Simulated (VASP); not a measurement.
# H3ClO in VASP: a series of runs

The runs below take H3ClO through single point, with PBE+D3(BJ).

Program: VASP 6.6.1. These are calculated values, not measurements. Logs are shortened: lines on timing, memory, paths and dates and some standing lists are left out, and cuts for length are marked.

## Step 1: The cell of the first run

The cell holds an amorphous packing of atoms, 25 atoms: a = 6.810 Å, b = 6.810 Å, c = 6.810 Å, α = 90.00°, β = 90.00°, γ = 90.00°.

## Step 2: Single point, PBE+D3(BJ)

INCAR reads:

```
PREC     = Accurate       # precision mode
ENCUT    = 520            # plane-wave cutoff, eV
EDIFF    = 1E-6           # SCF threshold, eV
ISMEAR   = -1             # smearing method
SIGMA    = 0.02           # smearing width, eV
LREAL    = Auto         
LASPH    = T              # aspherical terms in the spheres
NELM     = 60             # most SCF steps
ALGO     = Normal         # electronic algorithm
ISIF     = 2              # what is computed and relaxed
LWAVE    = F              # write WAVECAR
LCHARG   = F              # write CHGCAR
GGA      = PE             # functional
IVDW     = 12             # dispersion correction
NBANDS   = 58             # bands
```

KPOINTS reads:

```
Automatic mesh
0
Gamma
  1 1 1
```

POSCAR reads:

```
H3ClO
1.0
    6.8102060000      0.0000000000      0.0000000000
    0.0000000000      6.8102060000      0.0000000000
    0.0000000000      0.0000000000      6.8102060000
Cl H O
5 15 5
Direct
   -0.0629643215      0.4573576776      0.9681645460
   -0.0760476262     -0.0662681863      0.7828544394
    0.4437604384      0.4445533659      0.1355612444
    0.7730896833      0.5680738586      0.5518188437
    0.4839501184      0.2435021789      0.6950597383
   -0.0661066640      0.6413609221      0.8844225857
    0.0829343488     -0.1776157726      0.5586468309
    0.3241458482      0.4745377746      0.0041408439
    0.7225919451      0.6950303706      0.3575956439
    0.6658535733      0.1823146025      0.6396429124
    0.7349997930      0.1931219114      0.3161431534
    0.8440126481      0.3516927388      0.4243190294
    0.7838382569      0.9332463658      0.3525003502
    0.8211058520      0.8297693198      0.1555019041
    0.1462951341      0.8893563572      0.2950718378
    0.2016825923      0.6757358001      0.4357724274
    0.4615719407      0.9115436449      0.7892859629
    0.5219812734      0.7394636814      0.9233054037
    0.0304249240      0.1045636505      0.2345890859
    0.2077910712      0.0174003547      0.0807464561
    0.8711924426      0.2216966711      0.3557307958
    0.7345299100      0.8277135816      0.2561156006
    0.1288947794      0.7865547679      0.4219549306
    0.4176085129      0.8331612876      0.9074615364
    0.1806846959      0.0482511102      0.2202136029
```

Potentials or basis: VASP PAW PBE potentials, release 64 (Cl, H, O).

On the command line:

```console
$ cat potpaw_PBE.64/Cl/POTCAR potpaw_PBE.64/H/POTCAR potpaw_PBE.64/O/POTCAR > POTCAR
$ mpirun -np 1 vasp_gam > vasp.out
```

OUTCAR:

```text
PREC = Accurate
   ENCUT = 520
   EDIFF = 1E-6
   ISMEAR = -1
   LREAL = Auto
   LASPH = T
   NELM = 60
   ISIF = 2
   GGA = PE
   IVDW = 12
 IVDW          = 12

 ion  position               nearest neighbor table
   1  0.937  0.457  0.968-   6 1.38
   2  0.924  0.934  0.783-
   3  0.444  0.445  0.136-   8 1.23
   4  0.773  0.568  0.552-   9 1.62
   5  0.484  0.244  0.695-  10 1.36
   6  0.934  0.641  0.884-   1 1.38
   7  0.083  0.822  0.559-  23 1.01
   8  0.324  0.475  0.004-   3 1.23
   9  0.723  0.695  0.358-  22 1.14   4 1.62
  10  0.666  0.182  0.640-   5 1.36
  11  0.735  0.193  0.316-  21 0.99
  12  0.844  0.352  0.424-  21 1.02
  13  0.784  0.933  0.353-  22 1.03
  14  0.821  0.830  0.156-  22 0.90
  15  0.146  0.889  0.295-  23 1.12  25 1.22
  16  0.202  0.676  0.436-  23 0.91
  17  0.462  0.912  0.789-  24 1.01
  18  0.522  0.739  0.923-  24 0.96
  19  0.030  0.105  0.235-  25 1.10
  20  0.208  0.017  0.081-  25 0.99
  21  0.871  0.222  0.356-  11 0.99  12 1.02
  22  0.735  0.828  0.256-  14 0.90  13 1.03   9 1.14
  23  0.129  0.787  0.422-  16 0.91   7 1.01  15 1.12
  24  0.418  0.833  0.907-  18 0.96  17 1.01
  25  0.181  0.048  0.220-  20 0.99  19 1.10  15 1.22

  LATTYP: Found a simple cubic cell.
 ALAT       =     6.8102060000

  Lattice vectors:

 A1 = (   6.8102060000,   0.0000000000,   0.0000000000)
 A2 = (   0.0000000000,   6.8102060000,   0.0000000000)
 A3 = (   0.0000000000,   0.0000000000,   6.8102060000)

Analysis of symmetry for initial positions (statically):
=====================================================================
 Subroutine PRICEL returns:
 Original cell was already a primitive cell.

 Routine SETGRP: Setting up the symmetry group for a
 simple cubic supercell.

 Subroutine GETGRP returns: Found  1 space group operations
 (whereof  1 operations were pure point group operations)
 out of a pool of 48 trial point group operations.

The static configuration has the point symmetry C_1 .

Analysis of symmetry for dynamics (positions and initial velocities):
=====================================================================
 Subroutine PRICEL returns:
 Original cell was already a primitive cell.

 Routine SETGRP: Setting up the symmetry group for a
 simple cubic supercell.

 Subroutine GETGRP returns: Found  1 space group operations
 (whereof  1 operations were pure point group operations)
 out of a pool of 48 trial point group operations.

The dynamic configuration has the point symmetry C_1 .

 Subroutine INISYM returns: Found  1 space group operations
 (whereof  1 operations are pure point group operations),
 and found     1 'primitive' translations

----------------------------------------------------------------------------------------

                                     Primitive cell

  volume of cell :     315.8499

  direct lattice vectors                    reciprocal lattice vectors
     6.810206000  0.000000000  0.000000000     0.146838436  0.000000000  0.000000000
     0.000000000  6.810206000  0.000000000     0.000000000  0.146838436  0.000000000
     0.000000000  0.000000000  6.810206000     0.000000000  0.000000000  0.146838436

  length of vectors
     6.810206000  6.810206000  6.810206000     0.146838436  0.146838436  0.146838436

  position of ions in fractional coordinates (direct lattice)
     0.937035679  0.457357678  0.968164546
     0.923952374  0.933731814  0.782854439
     0.443760438  0.444553366  0.135561244
     0.773089683  0.568073859  0.551818844
     0.483950118  0.243502179  0.695059738
     0.933893336  0.641360922  0.884422586
[... 17 lines left out ...]
     0.417608513  0.833161288  0.907461536
     0.180684696  0.048251110  0.220213603

  ion indices of the primitive-cell ions
   primitive index   ion index
                 1           1
                 2           2
                 3           3
                 4           4
                 5           5
                 6           6
[... 17 lines left out ...]
                24          24
                25          25

----------------------------------------------------------------------------------------

 KPOINTS: Automatic mesh

Automatic generation of k-mesh.
 Grid dimensions read from file:
 generate k-points for:    1    1    1

 Generating k-lattice:

  Cartesian coordinates                     Fractional coordinates (reciprocal lattice)
     0.146838436  0.000000000  0.000000000     1.000000000  0.000000000  0.000000000
     0.000000000  0.146838436  0.000000000     0.000000000  1.000000000  0.000000000
     0.000000000  0.000000000  0.146838436     0.000000000  0.000000000  1.000000000

  Length of vectors
     0.146838436  0.146838436  0.146838436

  Shift w.r.t. Gamma in fractional coordinates (k-lattice)
     0.000000000  0.000000000  0.000000000

 Subroutine IBZKPT returns following result:
 ===========================================

 Found      1 irreducible k-points:

 Following reciprocal coordinates:
            Coordinates               Weight
  0.000000  0.000000  0.000000      1.000000
   k-points           NKPTS =      1   k-points in BZ     NKDIM =      1   number of bands    NBANDS=     58
   number of dos      NEDOS =    301   number of ions     NIONS =     25
   total plane-waves  NPLWV = 157464
   dimension x,y,z NGX =    54 NGY =   54 NGZ =   54
   dimension x,y,z NGXF=   108 NGYF=  108 NGZF=  108
   ions per type =               5  15   5
   NGX,Y,Z   is equivalent  to a cutoff of  13.18, 13.18, 13.18 a.u.
   NGXF,Y,Z  is equivalent  to a cutoff of  26.36, 26.36, 26.36 a.u.
 SYSTEM =  unknown system
   PREC   = accura    normal or accurate (medium, high low for compatibility)
   ISTART =      0    job   : 0-new  1-cont  2-samecut
   ICHARG =      2    charge: 1-file 2-atom 10-const
   ISPIN  =      1    spin polarized calculation?
   LNONCOLLINEAR =      F non collinear calculations
   LSORBIT =      F    spin-orbit coupling
   LASPH  =      T    aspherical Exc in radial PAW
   ENCUT  =  520.0 eV  38.22 Ry    6.18 a.u.  12.66 12.66 12.66*2*pi/ulx,y,z
   NELM   =     60;   NELMIN=  2; NELMDL= -5     # of ELM steps
   EDIFF  = 0.1E-05   stopping-criterion for ELM
   LREAL  =      T    real-space projection
   EDIFFG = 0.1E-04   stopping-criterion for IOM
   NSW    =      0    number of steps for IOM
   IBRION =     -1    ionic relax: 0-MD 1-quasi-New 2-CG
   NFREE  =      0    steps in history (QN), initial steepest desc. (CG)
   ISIF   =      2    stress and relaxation
   ISYM   =      2    0-nonsym 1-usesym 2-fastsym
   POTIM  = 0.5000    time-step for ionic-motion
   TEBEG  =    0.0;   TEEND  =   0.0 temperature during run
   PSTRESS=    0.0 pullay stress
   NELECT =      80.0000    total number of electrons
   NUPDOWN=      -1.0000    fix difference up-down
   EMIN   =  10.00;   EMAX   =-10.00  energy-range for DOS
   EFERMI =   0.00;   METHOD = LEGACY
   ISMEAR =    -1;   SIGMA  =   0.02  broadening in eV -4-tet -1-fermi 0-gaus
   EFERMI_NEDOS =   21; number of points for ismear=-14 and -15
   IALGO  =     38    algorithm
   IMIX   =      4    mixing-type and parameters
     AMIX     =   0.40;   BMIX     =  1.00
     AMIX_MAG =   1.60;   BMIX_MAG =  1.00
  volume/ion in A,a.u.               =      12.63        85.26
  Fermi-wavevector in a.u.,A,eV,Ry     =   1.035805  1.957387 14.597576  1.072892
  Thomas-Fermi vector in A             =   2.170165
   LORBIT       =      0    0 simple, 1 ext, 2 COOP (PROOUT), +10 PAW based schemes
   GGA     = PE    functional components
   LHFCALC =     F    Hartree Fock is set to
   AEXX    =    0.0000 exact exchange contribution
   IVDW    =    12    specifies the selected vdW correction
   LEPSILON=     F    determine dielectric tensor
   LRPA    =     F    only Hartree local field effects (RPA)
 non-spin polarized calculation
  energy-cutoff  :      520.00
  volume of cell :      315.85
 maximum number of plane-waves:      4205
 NGX is ok and might be reduce to    50
   NGX = 25   NGY = 25   NGZ = 25

 number of electron      80.0000005 magnetization

 Free energy of the ion-electron system (eV)
  ---------------------------------------------------
  ext. energy  EPLUGINS =         0.00000000
  ---------------------------------------------------
  free energy    TOTEN  =      -101.41918373 eV

  energy without entropy =     -101.41918373  energy(sigma->0) =     -101.41918373

 E-fermi :  -0.7098     XC(G=0):  -7.3508

 val. band max:       -1.2480700544   @ k =   0.0000   0.0000   0.0000
 cond. band min:       2.4988239590   @ k =   0.0000   0.0000   0.0000
 fundamental gap:      3.7468940134
 Fermi energy:        -0.7097953328

 k-point     1 :       0.0000    0.0000    0.0000
  band No.  band energies     occupation
      1     -23.9737      2.00000
      2     -23.1819      2.00000
      3     -21.5870      2.00000
      4     -21.1830      2.00000
      5     -20.2092      2.00000
      6     -16.6273      2.00000
[... 44 lines left out ...]
     51       6.9972      0.00000
     52       7.3391      0.00000
 [bands above 52 left out]

------------------------ aborting loop because EDIFF is reached ----------------------------------------

 Edisp (eV)   -1.49718

 E8    (eV) :    -0.3944

  FORCE on cell =-STRESS in cart. coord.  units (eV):
  Direction    XX          YY          ZZ          XY          YZ          ZX
  --------------------------------------------------------------------------------------
  -------------------------------------------------------------------------------------
  Total       2.67720     8.10979     6.17455     0.45735    -3.13029    -0.03744
  in kB      13.58035    41.13765    31.32095     2.31994   -15.87867    -0.18993
  external pressure =       28.68 kB  Pullay stress =        0.00 kB

 VOLUME and BASIS-vectors are now :
 -----------------------------------------------------------------------------
  energy-cutoff  :      520.00
  volume of cell :      315.85
      direct lattice vectors                 reciprocal lattice vectors
     6.810206000  0.000000000  0.000000000     0.146838436  0.000000000  0.000000000
     0.000000000  6.810206000  0.000000000     0.000000000  0.146838436  0.000000000
     0.000000000  0.000000000  6.810206000     0.000000000  0.000000000  0.146838436

 POSITION                                       TOTAL-FORCE (eV/Angst)
 -----------------------------------------------------------------------------------
      6.38141      3.11470      6.59340         0.370574      1.159877     -0.140010
      6.29231      6.35891      5.33140         0.250755      0.033668      0.128025
      3.02210      3.02750      0.92320         1.309033     -0.230328      2.132922
      5.26490      3.86870      3.75800        -0.832120      0.163042     -0.469161
      3.29580      1.65830      4.73350         0.980633     -1.016241     -0.712334
      6.36001      4.36780      6.02310         0.072592     -0.709943      0.253311
[... 17 lines left out ...]
      2.84400      5.67400      6.18000        -0.081443      0.944918     -1.310637
      1.23050      0.32860      1.49970        -2.410974      0.265482     -1.184383
 -----------------------------------------------------------------------------------
    total drift:                                0.001432      0.003229     -0.000709

  FREE ENERGIE OF THE ION-ELECTRON SYSTEM (eV)
  ---------------------------------------------------
  free  energy   TOTEN  =      -102.9163637023 eV

  energy  without entropy=     -102.9163637023  energy(sigma->0) =     -102.91636370
```

It took 27 s on 1 thread of AMD EPYC 9R45 (Zen 5), shared host; peak memory 0.33 GiB.

What came out:

| Property | Result |
| --- | --- |
| Free energy | -102.9164 eV |
| Pressure | 2.9 GPa |
| Largest force | 5.606 eV/Å |
| Band gap on the k mesh | 3.75 eV |
| Dispersion energy per atom | -0.060 eV |

Forces in eV/Å, atoms in the order of the input:
```
Cl   0.371  1.160 -0.140
Cl   0.251  0.034  0.128
Cl   1.309 -0.230  2.133
Cl  -0.832  0.163 -0.469
Cl   0.981 -1.016 -0.712
H    0.073 -0.710  0.253
H   -0.526  0.731  0.097
H   -1.503  0.328 -1.514
H    0.720 -0.579  0.562
H   -1.192  0.428  0.719
H    0.317  0.247 -0.368
H    0.573  0.419  0.232
H   -0.520 -1.013 -0.800
H    2.956 -0.443 -3.983
H    1.060  1.349  0.197
H    2.284 -3.509 -0.102
H   -0.516 -0.507  1.253
H    0.398 -0.388  0.158
H    2.438  0.361 -0.076
H    0.010  0.248  0.036
O   -1.294 -1.536 -0.580
O   -2.891  2.198  4.271
O   -1.973  1.057  1.201
O   -0.081  0.945 -1.311
O   -2.411  0.265 -1.184
```

Stress tensor (GPa, compression positive):
```
 1.36  0.23 -0.02
 0.23  4.11 -1.59
-0.02 -1.59  3.13
```

Caveat: the k points lie up to 0.92 Å⁻¹ apart.

(Part 1 of 2 ends here.)
